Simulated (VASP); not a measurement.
# CoPtO2 (R-3m) in VASP: single point with PBE

Aim: the single point of CoPtO2 with PBE.

Program: VASP 6.6.1. These are calculated values, not measurements. Logs are shortened: lines on timing, memory, paths and dates and some standing lists are left out, and cuts for length are marked.

## 1. The cell of the first run

The structure is trigonal, space group R-3m (No. 166). The conventional cell has a = 2.855 Å, b = 2.855 Å, c = 17.883 Å, α = 90.00°, β = 90.00°, γ = 120.00°. Within 2.5 Å of Co (site symmetry -3m) lie 6 O at 1.91 Å. Pt (site symmetry -3m) has 2 O at 2.01 Å within 2.7 Å. O (site symmetry 3m) has 3 Co at 1.91 Å and 1 Pt at 2.01 Å and 3 O at 2.55 Å within 2.6 Å.

## 2. Single point, PBE

INCAR reads:

```
  ALGO = Fast
  EDIFF = 1E-6
  ENCUT = 520
  GGA = PE
  ISIF = 2
  ISMEAR = 0
  LASPH = True
  LCHARG = False
  LREAL = False
  LWAVE = False
  NBANDS = 24
  NELM = 100
  PREC = Accurate
  SIGMA = 0.1
```

KPOINTS reads:

```
k-points
0
Gamma
  18 18 18
```

POSCAR reads:

```
CoPtO2
1.0
    1.4273949814      0.8241068767      5.9610846545
   -1.4273949814      0.8241068767      5.9610846545
    0.0000000000     -1.6482137535      5.9610846545
Co Pt O
1 1 2
Direct
    0.5000000000      0.5000000000      0.5000000000
    0.0000000000      0.0000000000      0.0000000000
    0.8876528271      0.8876528271      0.8876528271
    0.1123471729      0.1123471729      0.1123471729
```

Potentials or basis: VASP PAW PBE potentials, release 64 (Co, Pt, O).

The run is started by

```
$ cat potpaw_PBE.64/Co/POTCAR potpaw_PBE.64/Pt/POTCAR potpaw_PBE.64/O/POTCAR > POTCAR
$ mpirun -np 1 vasp_std > vasp.out
```

OUTCAR:

```text
EDIFF = 1E-6
   ENCUT = 520
   GGA = PE
   ISIF = 2
   ISMEAR = 0
   LASPH = True
   LREAL = False
   NELM = 100
   PREC = Accurate

 ion  position               nearest neighbor table
   1  0.500  0.500  0.500-   4 1.91   3 1.91   4 1.91   4 1.91   3 1.91   3 1.91
   2  0.000  0.000  0.000-   3 2.01   4 2.01
   3  0.888  0.888  0.888-   1 1.91   1 1.91   1 1.91   2 2.01
   4  0.112  0.112  0.112-   1 1.91   1 1.91   1 1.91   2 2.01

  LATTYP: Found a trigonal (rhomboedric) cell.
 ALAT       =     6.1847505071
 COS(alpha) =     0.8934695021

  Lattice vectors:

 A1 = (   1.4273949814,   0.8241068767,   5.9610846545)
 A2 = (  -1.4273949814,   0.8241068767,   5.9610846545)
 A3 = (   0.0000000000,  -1.6482137535,   5.9610846545)

Analysis of symmetry for initial positions (statically):
=====================================================================
 Subroutine PRICEL returns:
 Original cell was already a primitive cell.

 Routine SETGRP: Setting up the symmetry group for a
 trigonal (rhombohedral) supercell.

 Subroutine GETGRP returns: Found 12 space group operations
 (whereof 12 operations were pure point group operations)
 out of a pool of 12 trial point group operations.

The static configuration has the point symmetry D_3d.

Analysis of symmetry for dynamics (positions and initial velocities):
=====================================================================
 Subroutine PRICEL returns:
 Original cell was already a primitive cell.

 Routine SETGRP: Setting up the symmetry group for a
 trigonal (rhombohedral) supercell.

 Subroutine GETGRP returns: Found 12 space group operations
 (whereof 12 operations were pure point group operations)
 out of a pool of 12 trial point group operations.

The dynamic configuration has the point symmetry D_3d.

 Subroutine INISYM returns: Found 12 space group operations
 (whereof 12 operations are pure point group operations),
 and found     1 'primitive' translations

----------------------------------------------------------------------------------------

                                     Primitive cell

  volume of cell :      42.0731

  direct lattice vectors                    reciprocal lattice vectors
     1.427394981  0.824106877  5.961084654     0.350288467  0.202239141  0.055918235
    -1.427394981  0.824106877  5.961084654    -0.350288467  0.202239141  0.055918235
     0.000000000 -1.648213754  5.961084654     0.000000000 -0.404478282  0.055918235

  length of vectors
     6.184750507  6.184750507  6.184750507     0.408325274  0.408325274  0.408325274

  position of ions in fractional coordinates (direct lattice)
     0.500000000  0.500000000  0.500000000
     0.000000000  0.000000000  0.000000000
     0.887652827  0.887652827  0.887652827
     0.112347173  0.112347173  0.112347173

  ion indices of the primitive-cell ions
   primitive index   ion index
                 1           1
                 2           2
                 3           3
                 4           4

----------------------------------------------------------------------------------------

 KPOINTS: k-points

Automatic generation of k-mesh.
 Grid dimensions read from file:
 generate k-points for:   18   18   18

 Generating k-lattice:

  Cartesian coordinates                     Fractional coordinates (reciprocal lattice)
     0.019460470  0.011235508  0.003106569     0.055555556  0.000000000 -0.000000000
    -0.019460470  0.011235508  0.003106569     0.000000000  0.055555556 -0.000000000
     0.000000000 -0.022471016  0.003106569    -0.000000000 -0.000000000  0.055555556

  Length of vectors
     0.022684737  0.022684737  0.022684737

  Shift w.r.t. Gamma in fractional coordinates (k-lattice)
     0.000000000  0.000000000  0.000000000

 Subroutine IBZKPT returns following result:
 ===========================================

 Found    580 irreducible k-points:

 Following reciprocal coordinates:
            Coordinates               Weight
  0.000000  0.000000  0.000000      1.000000
  0.055556  0.000000  0.000000      6.000000
  0.111111  0.000000  0.000000      6.000000
  0.166667  0.000000  0.000000      6.000000
  0.222222  0.000000  0.000000      6.000000
  0.277778  0.000000  0.000000      6.000000
[... 16 lines left out ...]
 -0.277778  0.055556 -0.000000     12.000000
 -0.222222  0.055556 -0.000000     12.000000
 [... further k-points ...]
   k-points           NKPTS =    580   k-points in BZ     NKDIM =    580   number of bands    NBANDS=     24
   number of dos      NEDOS =    301   number of ions     NIONS =      4
   total plane-waves  NPLWV = 110592
   dimension x,y,z NGX =    48 NGY =   48 NGZ =   48
   dimension x,y,z NGXF=    96 NGYF=   96 NGZF=   96
   ions per type =               1   1   2
   NGX,Y,Z   is equivalent  to a cutoff of  12.90, 12.90, 12.90 a.u.
   NGXF,Y,Z  is equivalent  to a cutoff of  25.80, 25.80, 25.80 a.u.
 SYSTEM =  unknown system
   PREC   = accura    normal or accurate (medium, high low for compatibility)
   ISTART =      0    job   : 0-new  1-cont  2-samecut
   ICHARG =      2    charge: 1-file 2-atom 10-const
   ISPIN  =      1    spin polarized calculation?
   LNONCOLLINEAR =      F non collinear calculations
   LSORBIT =      F    spin-orbit coupling
   LASPH  =      T    aspherical Exc in radial PAW
   ENCUT  =  520.0 eV  38.22 Ry    6.18 a.u.  11.50 11.50 11.50*2*pi/ulx,y,z
   NELM   =    100;   NELMIN=  2; NELMDL= -5     # of ELM steps
   EDIFF  = 0.1E-05   stopping-criterion for ELM
   LREAL  =      F    real-space projection
   EDIFFG = 0.1E-04   stopping-criterion for IOM
   NSW    =      0    number of steps for IOM
   IBRION =     -1    ionic relax: 0-MD 1-quasi-New 2-CG
   NFREE  =      0    steps in history (QN), initial steepest desc. (CG)
   ISIF   =      2    stress and relaxation
   ISYM   =      2    0-nonsym 1-usesym 2-fastsym
   POTIM  = 0.5000    time-step for ionic-motion
   TEBEG  =    0.0;   TEEND  =   0.0 temperature during run
   PSTRESS=    0.0 pullay stress
   NELECT =      31.0000    total number of electrons
   NUPDOWN=      -1.0000    fix difference up-down
   EMIN   =  10.00;   EMAX   =-10.00  energy-range for DOS
   EFERMI =   0.00;   METHOD = LEGACY
   ISMEAR =     0;   SIGMA  =   0.10  broadening in eV -4-tet -1-fermi 0-gaus
   EFERMI_NEDOS =   21; number of points for ismear=-14 and -15
   IALGO  =     68    algorithm
   IMIX   =      4    mixing-type and parameters
     AMIX     =   0.40;   BMIX     =  1.00
     AMIX_MAG =   1.60;   BMIX_MAG =  1.00
  volume/ion in A,a.u.               =      10.52        70.98
  Fermi-wavevector in a.u.,A,eV,Ry     =   1.478634  2.794213 29.747208  2.186358
  Thomas-Fermi vector in A             =   2.592891
   LORBIT       =      0    0 simple, 1 ext, 2 COOP (PROOUT), +10 PAW based schemes
   GGA     = PE    functional components
   LHFCALC =     F    Hartree Fock is set to
   AEXX    =    0.0000 exact exchange contribution
   IVDW    =     0    specifies the selected vdW correction
   LEPSILON=     F    determine dielectric tensor
   LRPA    =     F    only Hartree local field effects (RPA)
 non-spin polarized calculation
 RMM-DIIS sequential band-by-band and
 Gauss-broadening in eV      SIGMA  =   0.10
  energy-cutoff  :      520.00
  volume of cell :       42.07
 maximum number of plane-waves:      1150
 NGX is ok and might be reduce to    48
   NGX = 23   NGY = 23   NGZ = 23

 number of electron      30.9999998 magnetization

 Free energy of the ion-electron system (eV)
  ---------------------------------------------------
  ext. energy  EPLUGINS =         0.00000000
  ---------------------------------------------------
  free energy    TOTEN  =       -26.45567404 eV

  energy without entropy =      -26.45204533  energy(sigma->0) =      -26.45385968

 E-fermi :   8.3001     XC(G=0): -12.5364

 val. band max:        8.2628821738   @ k =  -0.3333   0.5000   0.2778
 cond. band min:       8.3528586268   @ k =  -0.3333  -0.3333   0.1667
 fundamental gap:      0.0899764530
 Fermi energy:         8.3000805295

 k-point     1 :       0.0000    0.0000    0.0000
  band No.  band energies     occupation
      1     -13.0479      2.00000
      2     -11.2070      2.00000
      3      -1.0852      2.00000
      4       1.5453      2.00000
      5       1.9607      2.00000
      6       1.9607      2.00000
[... 16 lines left out ...]
     23      24.0002      0.00000
     24      25.5128      0.00000

 k-point     2 :       0.0556    0.0000    0.0000
  band No.  band energies     occupation
      1     -13.0136      2.00000
      2     -11.2043      2.00000
      3      -1.0402      2.00000
      4       1.6307      2.00000
      5       1.8532      2.00000
      6       1.9775      2.00000
[... 16 lines left out ...]
     23      24.0712      0.00000
     24      25.1060      0.00000

 k-point     3 :       0.1111    0.0000    0.0000
  band No.  band energies     occupation
      1     -12.9131      2.00000
      2     -11.1966      2.00000
      3      -0.9112      2.00000
      4       1.5992      2.00000
      5       1.8731      2.00000
      6       2.0261      2.00000
[... 16 lines left out ...]
     23      24.0839      0.00000
     24      24.2303      0.00000

 k-point     4 :       0.1667    0.0000    0.0000
  band No.  band energies     occupation
      1     -12.7541      2.00000
      2     -11.1864      2.00000
      3      -0.7148      2.00000
      4       1.3082      2.00000
      5       2.1013      2.00000
      6       2.1966      2.00000
[... 16 lines left out ...]
     23      23.2035      0.00000
     24      23.6281      0.00000

 k-point     5 :       0.2222    0.0000    0.0000
  band No.  band energies     occupation
      1     -12.5488      2.00000
      2     -11.1775      2.00000
      3      -0.4755      2.00000
      4       1.0400      2.00000
      5       2.1949      2.00000
      6       2.3636      2.00000
[... 451 lines left out ...]
 k-point    22 :      -0.3333    0.0556   -0.0000
  band No.  band energies     occupation
      1     -11.9558      2.00000
      2     -11.1801      2.00000
      3       0.0556      2.00000
      4       0.5452      2.00000
      5       1.6650      2.00000
      6       2.4070      2.00000
[... 16 lines left out ...]
     23      21.3152      0.00000
     24      22.7552      0.00000

 k-point    23 :      -0.2778    0.0556   -0.0000
  band No.  band energies     occupation
      1     -12.1870      2.00000
      2     -11.1632      2.00000
      3      -0.1298      2.00000
      4       0.7236      2.00000
      5       1.9095      2.00000
      6       2.3382      2.00000
[... 16 lines left out ...]
     23      21.4866      0.00000
     24      23.1856      0.00000

 k-point    24 :      -0.2222    0.0556   -0.0000
  band No.  band energies     occupation
      1     -12.4228      2.00000
      2     -11.1622      2.00000
      3      -0.3622      2.00000
      4       0.9195      2.00000
      5       2.1457      2.00000
      6       2.3561      2.00000
[... 16 lines left out ...]
     23      21.9551      0.00000
     24      22.4971      0.00000

 [... further k-points ...]
[... 5 lines left out ...]
  --------------------------------------------------------------------------------------
  -------------------------------------------------------------------------------------
  Total       -0.0139275     -0.0139275      0.0946888      0.0000000     -0.0000000      0.0000000
  in kB       -0.5303712     -0.5303712      3.6058260      0.0000000     -0.0000000      0.0000000
  external PRESSURE =       0.8483612 kB  Pullay stress =       0.0000000 kB

 VOLUME and BASIS-vectors are now :
 -----------------------------------------------------------------------------
  energy-cutoff  :      520.00
  volume of cell :       42.07
      direct lattice vectors                 reciprocal lattice vectors
     1.427394981  0.824106877  5.961084654     0.350288467  0.202239141  0.055918235
    -1.427394981  0.824106877  5.961084654    -0.350288467  0.202239141  0.055918235
     0.000000000 -1.648213754  5.961084654     0.000000000 -0.404478282  0.055918235

 POSITION                                       TOTAL-FORCE (eV/Angst)
 -----------------------------------------------------------------------------------
      0.00000     -0.00000      8.94163        -0.000000     -0.000000      0.000000
      0.00000      0.00000      0.00000         0.000000      0.000000      0.000000
      0.00000     -0.00000     15.87412         0.000000     -0.000000      0.018878
      0.00000     -0.00000      2.00913         0.000000      0.000000     -0.018878
 -----------------------------------------------------------------------------------
    total drift:                               -0.000000     -0.000000      0.000000

  FREE ENERGIE OF THE ION-ELECTRON SYSTEM (eV)
  ---------------------------------------------------
  free  energy   TOTEN  =       -26.4556740390 eV

  energy  without entropy=      -26.4520453307  energy(sigma->0) =      -26.45385968
```

It took 33 min on 1 thread of AMD EPYC 9R45 (Zen 5), shared host; peak memory 0.78 GiB.

Results:

```yaml
Free_energy: -26.4557 eV
Pressure: 0.1 GPa
Largest_force: 0.019 eV/Å
Band_gap_on_the_k_mesh: zero (an odd number of electrons rules out a gap without spin polarisation)
```

Forces in eV/Å, atoms in the order of the input:
```
Co   0.000  0.000  0.000
Pt   0.000  0.000  0.000
O    0.000  0.000  0.019
O    0.000  0.000 -0.019
```

Caveat: spin-orbit coupling is left out, which moves the levels of the heavy elements; an odd number of electrons without spin polarisation forces a metal; a magnetic or distorted state may lie lower; the run has no spin polarisation, though such a crystal can be magnetic; semilocal functionals often make such compounds metallic where correlation or magnetic order opens a gap, which also shifts bond lengths. Spin polarisation is off, so any magnetic state and its effect on volume and gap are missing.
